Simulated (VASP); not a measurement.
# Pt (P6/mmm) in VASP: further runs

The runs below take Pt through single point, with r2SCAN.

All numbers are computed with VASP 6.6.1; they aren't measurements. Logs are shortened: lines on timing, memory, paths and dates and some standing lists are left out, and cuts for length are marked.

## (1) The cell of the first run

It takes space group P6/mmm (No. 191, hexagonal). Conventional cell: a = 4.501 Å, b = 4.501 Å, c = 2.682 Å, α = 90.00°, β = 90.00°, γ = 120.00°. Within 3.5 Å of Pt (site symmetry 6/mmm) lie 14 Pt at 2.68 to 2.92 Å. Within 3.4 Å of Pt (site symmetry -6m2) lie 11 Pt at 2.60 to 2.92 Å.

This isn't the form of Pt at room conditions, which is fcc.

## (2) Single point, r2SCAN

File POSCAR:

```
Pt
1.0
    4.5007809242      0.0000000000      0.0000000000
   -2.2503904621      3.8977906172      0.0000000000
    0.0000000000      0.0000000000      2.6817811049
Pt
3
Direct
    1.0000000000      0.0000000000      1.0000000000
    0.3333333333      0.6666666667      0.5000000000
    0.6666666667      0.3333333333      0.5000000000
```

File INCAR.step1:

```
PREC = Accurate ; ENCUT = 520
ISMEAR = -1 ; SIGMA = 0.1
LREAL = False ; LASPH = True
NELM = 100 ; NBANDS = 22
GGA = PE ; ALGO = Normal
EDIFF = 1E-4 ; LWAVE = True
LCHARG = False
```

File INCAR.step2:

```
PREC = Accurate ; ENCUT = 520
EDIFF = 1E-6 ; ISMEAR = -1
SIGMA = 0.1 ; LREAL = False
LASPH = True ; NELM = 100
ALGO = Normal ; ISIF = 2
LWAVE = False ; LCHARG = False
METAGGA = R2SCAN ; LMIXTAU = True
NBANDS = 22 ; ISTART = 1
```

File KPOINTS:

```
regular mesh
0
Gamma
  8 8 12
```

Potentials or basis: VASP PAW PBE potentials, release 64 (Pt).

The run is started by

```
$ cat potpaw_PBE.64/Pt/POTCAR > POTCAR
$ cp INCAR.step1 INCAR
$ mpirun -np 1 vasp_std > vasp.out
$ cp INCAR.step2 INCAR
$ mpirun -np 1 vasp_std > vasp.out
```

OUTCAR:

```text
PREC = Accurate
   ENCUT = 520
   EDIFF = 1E-6
   ISMEAR = -1
   LREAL = False
   LASPH = True
   NELM = 100
   ISIF = 2
   METAGGA = R2SCAN
   ISTART = 1

 ion  position               nearest neighbor table
   1  0.000  0.000  0.000-   2 2.92   3 2.92   2 2.92   3 2.92   2 2.92   2 2.92   3 2.92   3 2.92
                             3 2.92   3 2.92   2 2.92   2 2.92
   2  0.333  0.667  0.500-   3 2.60   3 2.60   3 2.60   1 2.92   1 2.92   1 2.92   1 2.92   1 2.92
                             1 2.92
   3  0.667  0.333  0.500-   2 2.60   2 2.60   2 2.60   1 2.92   1 2.92   1 2.92   1 2.92   1 2.92
                             1 2.92

  LATTYP: Found a hexagonal cell.
 ALAT       =     4.5007809242
 C/A-ratio  =     0.5958479540

  Lattice vectors:

 A1 = (   4.5007809242,   0.0000000000,   0.0000000000)
 A2 = (  -2.2503904621,   3.8977906172,   0.0000000000)
 A3 = (   0.0000000000,   0.0000000000,   2.6817811049)

Analysis of symmetry for initial positions (statically):
=====================================================================
 Subroutine PRICEL returns:
 Original cell was already a primitive cell.

 Routine SETGRP: Setting up the symmetry group for a
 hexagonal supercell.

 Subroutine GETGRP returns: Found 24 space group operations
 (whereof 24 operations were pure point group operations)
 out of a pool of 24 trial point group operations.

The static configuration has the point symmetry D_6h.

Analysis of symmetry for dynamics (positions and initial velocities):
=====================================================================
 Subroutine PRICEL returns:
 Original cell was already a primitive cell.

 Routine SETGRP: Setting up the symmetry group for a
 hexagonal supercell.

 Subroutine GETGRP returns: Found 24 space group operations
 (whereof 24 operations were pure point group operations)
 out of a pool of 24 trial point group operations.

The dynamic configuration has the point symmetry D_6h.

 Subroutine INISYM returns: Found 24 space group operations
 (whereof 24 operations are pure point group operations),
 and found     1 'primitive' translations

----------------------------------------------------------------------------------------

                                     Primitive cell

  volume of cell :      47.0468

  direct lattice vectors                    reciprocal lattice vectors
     4.500780924  0.000000000  0.000000000     0.222183665  0.128277799  0.000000000
    -2.250390462  3.897790617  0.000000000     0.000000000  0.256555597  0.000000000
     0.000000000  0.000000000  2.681781105     0.000000000  0.000000000  0.372886511

  length of vectors
     4.500780924  4.500780924  2.681781105     0.256555597  0.256555597  0.372886511

  position of ions in fractional coordinates (direct lattice)
     0.000000000  0.000000000  0.000000000
     0.333333333  0.666666667  0.500000000
     0.666666667  0.333333333  0.500000000

  ion indices of the primitive-cell ions
   primitive index   ion index
                 1           1
                 2           2
                 3           3

----------------------------------------------------------------------------------------

 KPOINTS: regular mesh

Automatic generation of k-mesh.
 Grid dimensions read from file:
 generate k-points for:    8    8   12

 Generating k-lattice:

  Cartesian coordinates                     Fractional coordinates (reciprocal lattice)
     0.027772958  0.016034725  0.000000000     0.125000000  0.000000000  0.000000000
     0.000000000  0.032069450  0.000000000     0.000000000  0.125000000  0.000000000
     0.000000000  0.000000000  0.031073876     0.000000000  0.000000000  0.083333333

  Length of vectors
     0.032069450  0.032069450  0.031073876

  Shift w.r.t. Gamma in fractional coordinates (k-lattice)
     0.000000000  0.000000000  0.000000000

 Subroutine IBZKPT returns following result:
 ===========================================

 Found     70 irreducible k-points:

 Following reciprocal coordinates:
            Coordinates               Weight
  0.000000  0.000000  0.000000      1.000000
  0.125000 -0.000000  0.000000      6.000000
  0.250000 -0.000000  0.000000      6.000000
  0.375000 -0.000000  0.000000      6.000000
  0.500000 -0.000000  0.000000      3.000000
  0.125000  0.125000  0.000000      6.000000
[... 16 lines left out ...]
  0.250000 -0.000000  0.166667     12.000000
  0.375000 -0.000000  0.166667     12.000000
 [... further k-points ...]
   k-points           NKPTS =     70   k-points in BZ     NKDIM =     70   number of bands    NBANDS=     22
   number of dos      NEDOS =    301   number of ions     NIONS =      3
   total plane-waves  NPLWV =  25920
   dimension x,y,z NGX =    36 NGY =   36 NGZ =   20
   dimension x,y,z NGXF=    72 NGYF=   72 NGZF=   40
   ions per type =               3
   NGX,Y,Z   is equivalent  to a cutoff of  13.30, 13.30, 12.40 a.u.
   NGXF,Y,Z  is equivalent  to a cutoff of  26.59, 26.59, 24.80 a.u.
 SYSTEM =  unknown system
   PREC   = accura    normal or accurate (medium, high low for compatibility)
   ISTART =      1    job   : 0-new  1-cont  2-samecut
   ICHARG =      0    charge: 1-file 2-atom 10-const
   ISPIN  =      1    spin polarized calculation?
   LNONCOLLINEAR =      F non collinear calculations
   LSORBIT =      F    spin-orbit coupling
   LASPH  =      T    aspherical Exc in radial PAW
   ENCUT  =  520.0 eV  38.22 Ry    6.18 a.u.   8.37  8.37  4.99*2*pi/ulx,y,z
   NELM   =    100;   NELMIN=  2; NELMDL=  0     # of ELM steps
   EDIFF  = 0.1E-05   stopping-criterion for ELM
   LREAL  =      F    real-space projection
   EDIFFG = 0.1E-04   stopping-criterion for IOM
   NSW    =      0    number of steps for IOM
   IBRION =     -1    ionic relax: 0-MD 1-quasi-New 2-CG
   NFREE  =      0    steps in history (QN), initial steepest desc. (CG)
   ISIF   =      2    stress and relaxation
   ISYM   =      2    0-nonsym 1-usesym 2-fastsym
   POTIM  = 0.5000    time-step for ionic-motion
   TEBEG  =    0.0;   TEEND  =   0.0 temperature during run
   PSTRESS=    0.0 pullay stress
   NELECT =      30.0000    total number of electrons
   NUPDOWN=      -1.0000    fix difference up-down
   EMIN   =  10.00;   EMAX   =-10.00  energy-range for DOS
   EFERMI =   0.00;   METHOD = LEGACY
   ISMEAR =    -1;   SIGMA  =   0.10  broadening in eV -4-tet -1-fermi 0-gaus
   EFERMI_NEDOS =   21; number of points for ismear=-14 and -15
   IALGO  =     38    algorithm
   IMIX   =      4    mixing-type and parameters
     AMIX     =   0.40;   BMIX     =  1.00
     AMIX_MAG =   1.60;   BMIX_MAG =  1.00
  volume/ion in A,a.u.               =      15.68       105.83
  Fermi-wavevector in a.u.,A,eV,Ry     =   1.409090  2.662794 27.014832  1.985534
  Thomas-Fermi vector in A             =   2.531181
   LORBIT       =      0    0 simple, 1 ext, 2 COOP (PROOUT), +10 PAW based schemes
   METAGGA = R2SCAN    functional components
   LHFCALC =     F    Hartree Fock is set to
   AEXX    =    0.0000 exact exchange contribution
   IVDW    =     0    specifies the selected vdW correction
   LEPSILON=     F    determine dielectric tensor
   LRPA    =     F    only Hartree local field effects (RPA)
 non-spin polarized calculation
  energy-cutoff  :      520.00
  volume of cell :       47.05
 maximum number of plane-waves:      1282
 NGX is ok and might be reduce to    36
   NGX = 17   NGY = 17   NGZ =  9

 number of electron      30.0000002 magnetization

 Free energy of the ion-electron system (eV)
  ---------------------------------------------------
  ext. energy  EPLUGINS =         0.00000000
  ---------------------------------------------------
  free energy    TOTEN  =      -154.15567814 eV

  energy without entropy =     -154.00266383  energy(sigma->0) =     -154.07917098

 E-fermi :  10.2248     XC(G=0): -14.3237

 val. band max:       10.2239756384   @ k =   0.3750  -0.0000   0.0833
 cond. band min:      10.2373575141   @ k =   0.3750   0.2500   0.2500
 fundamental gap:      0.0133818756
 Fermi energy:        10.2248279815

 k-point     1 :       0.0000    0.0000    0.0000
  band No.  band energies     occupation
      1       0.2591      2.00000
      2       3.6281      2.00000
      3       5.2431      2.00000
      4       5.9754      2.00000
      5       5.9754      2.00000
      6       6.0013      2.00000
[... 14 lines left out ...]
     21      18.0286      0.00000
     22      18.0286      0.00000

 k-point     2 :       0.1250   -0.0000    0.0000
  band No.  band energies     occupation
      1       0.4784      2.00000
      2       3.6808      2.00000
      3       4.9332      2.00000
      4       5.2941      2.00000
      5       5.5108      2.00000
      6       5.9454      2.00000
[... 14 lines left out ...]
     21      20.0726      0.00000
     22      20.3326      0.00000

 k-point     3 :       0.2500   -0.0000    0.0000
  band No.  band energies     occupation
      1       1.1043      2.00000
      2       3.6974      2.00000
      3       4.2885      2.00000
      4       4.8665      2.00000
      5       5.2627      2.00000
      6       5.7643      2.00000
[... 14 lines left out ...]
     21      22.1527      0.00000
     22      22.5610      0.00000

 k-point     4 :       0.3750   -0.0000    0.0000
  band No.  band energies     occupation
      1       2.0283      2.00000
      2       3.3350      2.00000
      3       3.9411      2.00000
      4       4.6941      2.00000
      5       5.2048      2.00000
      6       5.4263      2.00000
[... 14 lines left out ...]
     21      24.0273      0.00000
     22      24.1674      0.00000

 k-point     5 :       0.5000   -0.0000    0.0000
  band No.  band energies     occupation
      1       2.8737      2.00000
      2       3.1524      2.00000
      3       3.2992      2.00000
      4       4.9831      2.00000
      5       5.0340      2.00000
      6       5.2180      2.00000
[... 417 lines left out ...]
 k-point    22 :       0.1250   -0.0000    0.1667
  band No.  band energies     occupation
      1       1.2380      2.00000
      2       4.5323      2.00000
      3       4.9839      2.00000
      4       5.2275      2.00000
      5       5.5855      2.00000
      6       5.9288      2.00000
[... 14 lines left out ...]
     21      20.6605      0.00000
     22      20.8354      0.00000

 k-point    23 :       0.2500   -0.0000    0.1667
  band No.  band energies     occupation
      1       1.8269      2.00000
      2       4.3305      2.00000
      3       4.7759      2.00000
      4       5.1158      2.00000
      5       5.2332      2.00000
      6       6.2200      2.00000
[... 14 lines left out ...]
     21      22.5690      0.00000
     22      22.6681      0.00000

 k-point    24 :       0.3750   -0.0000    0.1667
  band No.  band energies     occupation
      1       2.7040      2.00000
      2       3.8606      2.00000
      3       4.6215      2.00000
      4       5.1100      2.00000
      5       5.1326      2.00000
      6       6.0103      2.00000
[... 14 lines left out ...]
     21      24.1275      0.00000
     22      24.5851      0.00000

 [... further k-points ...]
[... 5 lines left out ...]
  --------------------------------------------------------------------------------------
  -------------------------------------------------------------------------------------
  Total        0.1628211      0.1628211      0.1829501      0.0000000     -0.0000000      0.0000000
  in kB        5.5448725      5.5448725      6.2303642      0.0000000     -0.0000000      0.0000000
  external PRESSURE =       5.7733698 kB  Pullay stress =       0.0000000 kB

 VOLUME and BASIS-vectors are now :
 -----------------------------------------------------------------------------
  energy-cutoff  :      520.00
  volume of cell :       47.05
      direct lattice vectors                 reciprocal lattice vectors
     4.500780924  0.000000000  0.000000000     0.222183665  0.128277799  0.000000000
    -2.250390462  3.897790617  0.000000000     0.000000000  0.256555597  0.000000000
     0.000000000  0.000000000  2.681781105     0.000000000  0.000000000  0.372886511

 POSITION                                       TOTAL-FORCE (eV/Angst)
 -----------------------------------------------------------------------------------
      0.00000      0.00000      0.00000         0.000000     -0.000000     -0.000000
     -0.00000      2.59853      1.34089        -0.000000     -0.000000      0.000000
      2.25039      1.29926      1.34089         0.000000      0.000000     -0.000000
 -----------------------------------------------------------------------------------
    total drift:                                0.000000      0.000000     -0.000000

  FREE ENERGIE OF THE ION-ELECTRON SYSTEM (eV)
  ---------------------------------------------------
  free  energy   TOTEN  =      -154.1556781372 eV

  energy  without entropy=     -154.0026638281  energy(sigma->0) =     -154.07917098
```

Run time: 2.5 min. Hardware: 1 thread of AMD EPYC 9R45 (Zen 5), shared host; peak memory 0.18 GiB.

What came out:

| Property | Result |
| --- | --- |
| Free energy | -154.1557 eV |
| Pressure | 0.6 GPa |
| Band gap on the k mesh | zero (bands 15 and 16 overlap by 1.54 eV) |

Levels at points of the mesh, in eV from the Fermi level:
```
           k point  band 11  band 12  band 13  band 14  band 15  band 16  band 17  band 18  band 19  band 20
(0.00, 0.00, 0.00)    -2.10    -2.10    -1.91    -1.91     0.30     0.30     5.32     6.36     7.70     7.70
(0.50, 0.00, 0.00)    -1.72    -0.98    -0.39    -0.38    -0.29    -0.28     0.17     0.38     6.25    14.11
(0.00, 0.00, 0.50)    -0.58    -0.58    -0.16    -0.16     1.26     2.51     2.94     8.31     9.04     9.28
(0.50, 0.00, 0.50)    -1.78    -0.94    -0.49     0.13     0.78     2.24     2.94     5.89     5.93     8.02
```

Caveat: the PAW data sets were made with another functional, which shifts forces and pressure a little; spin-orbit coupling is left out, which moves the levels of the heavy elements.

(Part 1 of 2 ends here.)
